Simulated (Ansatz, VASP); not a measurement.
# Two plane-wave programs on GaPt2F

```xyz
4
Lattice="2.8420 0.0000 0.0000 -1.4210 2.4613 0.0000 0.0000 0.0000 8.8762" Properties=species:S:1:pos:R:3 pbc="T T T"
Ga    0.0000    0.0000    0.0000
Pt    0.0000    0.0000    2.3267
Pt    0.0000    0.0000    6.5495
F     0.0000    0.0000    4.4381
```

Alike in both runs: functional PBE; k mesh 6 × 6 × 4; occupations gaussian, width 0.1 eV; no spin polarisation.

Ansatz relaxed the structure, and its values are those at the end. VASP's run is a single point on that final structure, the one shown.

```csv
,VASP,Ansatz
version,VASP 6.6.1,Ansatz 0.2.0
potentials or method,"VASP PAW PBE potentials, release 64 (Ga_d, Pt_sv_GW, F), cutoff 700 eV","scalar-relativistic, plane waves, PAW"
valence electrons in the cell,56,56
```

```csv
,VASP,Ansatz,Ansatz less VASP
gap on the k mesh at the Fermi level (eV),none,none,-
pressure (GPa),0.1,0.2,+0.10
rms of the force components (eV/Å),0.006,0.000,-0.0056
```

A gap of «none» marks a metal or a gap that the smearing closes. The functional is the same, so the differences come from potentials, cutoffs and numerics.

The k mesh is coarse, so the values compare programs but aren't converged. Spin-orbit coupling is off throughout.
